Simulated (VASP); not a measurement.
A run of VASP 6.6.1 is set up as follows.

The input INCAR:

```
ALGO = Normal
EDIFF = 1E-6
ENCUT = 520
GGA = PS
ISIF = 2
ISMEAR = 0
LASPH = True
LCHARG = False
LREAL = False
LWAVE = False
NBANDS = 16
NELM = 80
PREC = Accurate
SIGMA = 0.01
```

KPOINTS

```
k-points
0
Gamma
  10 10 10
```

Contents of POSCAR:

```
ZnS
1.0
    0.0000000000      2.6602836400      2.6602836400
    2.6602836400      0.0000000000      2.6602836400
    2.6602836400      2.6602836400      0.0000000000
Zn S
1 1
Direct
    0.0000000000      0.0000000000      0.0000000000
    0.7500000000      0.7500000000      0.7500000000
```

Potentials or basis: VASP PAW PBE potentials, release 64 (Zn, S).

Launch:

```console
$ cat potpaw_PBE.64/Zn/POTCAR potpaw_PBE.64/S/POTCAR > POTCAR
$ mpirun -np 1 vasp_std > vasp.out
```

**Question.** Estimate the band gap on the k mesh.

**Answer.** 2.18 eV.

**Question.** Estimate the pressure.

**Answer.** 1.9 GPa.

Caveat: the PAW data sets were made with another functional, which shifts forces and pressure a little.
